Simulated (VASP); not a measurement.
Set up this calculation in VASP 6.6.1, as the native input.

| Item | Value |
| --- | --- |
| Task | single point |
| Functional | PBE |
| Potentials or basis | VASP PAW PBE potentials, release 64 (I) |
| Cutoff | 520 eV |
| k mesh | 7 × 7 × 3 |
| Occupations | fermi-dirac, width 0.05 eV |
| Spin | no spin polarisation |
| Dipole correction | no |
| Further INCAR settings | ALGO = Normal; EDIFF = 1e-06; NBANDS = 22 |

The structure of I lies in POSCAR:

```
I
1.0
    4.5245768489     -2.3034451844      0.0000000000
    4.5245768489      2.3034451844      0.0000000000
    0.0000000000      0.0000000000      9.7881789095
I
4
Direct
    0.6630455469      0.3369544531      0.3774827066
    0.1630455469      0.8369544531      0.1225172934
    0.3369544531      0.6630455469      0.6225172934
    0.8369544531      0.1630455469      0.8774827066
```

One way to write it, as run:

INCAR

```
PREC     = Accurate       # precision mode
ENCUT    = 520            # plane-wave cutoff, eV
EDIFF    = 1E-6           # SCF threshold, eV
ISMEAR   = -1             # smearing method
SIGMA    = 0.05           # smearing width, eV
LREAL    = False          # projectors in reciprocal space
LASPH    = True           # aspherical terms in the spheres
NELM     = 100            # most SCF steps
ALGO     = Normal         # electronic algorithm
ISIF     = 2              # what is computed and relaxed
LWAVE    = False          # write WAVECAR
LCHARG   = True           # write CHGCAR
GGA      = PE             # functional
LELF     = True           # ELF
LVHAR    = True         
NBANDS   = 22             # bands
```

KPOINTS

```
Automatic mesh
0
Gamma
  7 7 3
```

Potentials or basis: VASP PAW PBE potentials, release 64 (I).

Command:

```console
$ cat potpaw_PBE.64/I/POTCAR > POTCAR
$ mpirun -np 1 vasp_std > vasp.out
```

Results of the run:

```json
{"Pressure": "-0.1 GPa", "Largest force": "0.088 eV/Å", "Band gap on the k mesh": "1.02 eV (least direct gap 1.09 eV)"}
```

Caveat: spin-orbit coupling is left out, which moves the levels of the heavy elements.

It took 5.7 min on 1 thread of Oxide Virtual Turin-like Processor, on a shared host, peak memory 0.35 GiB.
